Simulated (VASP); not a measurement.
**BP: elastic constants with PBE**

BP:

```
CELL_PARAMETERS angstrom
0.00000 2.27419 2.27419
2.27419 0.00000 2.27419
2.27419 2.27419 0.00000
ATOMIC_POSITIONS crystal
B 0.00000 0.00000 0.00000
P 0.25000 0.25000 0.25000
```

* Program: VASP 6.6.1
* Task: elastic constants
* Functional: PBE
* Potentials or basis: VASP PAW PBE potentials, release 64 (B, P)
* Cutoff: 600 eV
* k mesh: 10 × 10 × 10
* Occupations: gaussian, width 0.01 eV
* Spin: no spin polarisation
* Dipole correction: no
* Ions in elastic constants: relaxed
* Further INCAR settings: ALGO = Normal; EDIFF = 1e-08; IBRION = 6; POTIM = 0.015; NSW = 1; ISIF = 3

```json
{
 "Elastic constants C11, C12, C44": "339, 73, 185 GPa",
 "Voigt bulk modulus": "162 GPa",
 "Highest phonon frequency at Γ, LO-TO splitting left out": "798 cm⁻¹"
}
```

Phonon frequencies in cm⁻¹ (negative: imaginary):
| q point | frequencies |
| --- | --- |
| (0.000, 0.000, 0.000) | 0 0 0 798 798 798 |

Elastic tensor in Voigt notation (GPa, in the Cartesian axes of the cell as first typed):
```
339  73  73   0   0   0
 73 339  73   0   0   0
 73  73 339   0   0   0
  0   0   0 185   0   0
  0   0   0   0 185   0
  0   0   0   0   0 185
```

Clamped-ion elastic tensor (GPa):
```
339  73  73   0   0   0
 73 339  73   0   0   0
 73  73 339   0   0   0
  0   0   0 203   0   0
  0   0   0   0 203   0
  0   0   0   0   0 203
```

Run time: 7.3 min on 1 thread of Intel(R) Xeon(R) Platinum 8259CL CPU @ 2.50GHz (Skylake/Cascade Lake), with other jobs on the host, peak memory 0.27 GiB.
